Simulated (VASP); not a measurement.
Set up this calculation in VASP 6.6.1, as the native input.

```
Task                   : single point
Functional             : r2SCAN
Potentials or basis    : VASP PAW PBE potentials, release 64 (Rh_pv)
Cutoff                 : 520 eV
k mesh                 : 18 × 18 × 18
Occupations            : gaussian, width 0.1 eV
Spin                   : no spin polarisation
Dipole correction      : no
Further INCAR settings : ALGO = Normal; EDIFF = 1e-06; NBANDS = 14
```

Rh:

```
CELL_PARAMETERS angstrom
0.00000 1.89995 1.89995
1.89995 0.00000 1.89995
1.89995 1.89995 0.00000
ATOMIC_POSITIONS crystal
Rh 0.00000 0.00000 0.00000
```

These files were run (other wordings do the same):

POSCAR

```
Rh
1.0
    0.0000000000      1.8999513062      1.8999513062
    1.8999513062      0.0000000000      1.8999513062
    1.8999513062      1.8999513062      0.0000000000
Rh
1
Direct
    0.0000000000      0.0000000000      0.0000000000
```

INCAR.step1

```
PREC = Accurate
ENCUT = 520
ISMEAR = 0
SIGMA = 0.1
LREAL = False
LASPH = True
NELM = 60
NBANDS = 14
GGA = PE
ALGO = Normal
EDIFF = 1E-4
LWAVE = True
LCHARG = False
```

INCAR.step2

```
PREC = Accurate
ENCUT = 520
EDIFF = 1E-6
ISMEAR = 0
SIGMA = 0.1
LREAL = False
LASPH = True
NELM = 60
ALGO = Normal
ISIF = 2
LWAVE = False
LCHARG = False
METAGGA = R2SCAN
LMIXTAU = True
NBANDS = 14
ISTART = 1
```

KPOINTS

```
Automatic mesh
0
Gamma
  18 18 18
```

Potentials or basis: VASP PAW PBE potentials, release 64 (Rh_pv).

Launch:

```sh
$ cat potpaw_PBE.64/Rh_pv/POTCAR > POTCAR
$ cp INCAR.step1 INCAR
$ mpirun -np 1 vasp_std > vasp.out
$ cp INCAR.step2 INCAR
$ mpirun -np 1 vasp_std > vasp.out
```

It gave:

```yaml
Pressure: 1.2 GPa
```

Caveat: the PAW data sets were made with another functional, which shifts forces and pressure a little.

Wall time 79 s on 1 thread of Intel(R) Xeon(R) Platinum 8488C (Sapphire Rapids) (shared host), peak memory 0.15 GiB.
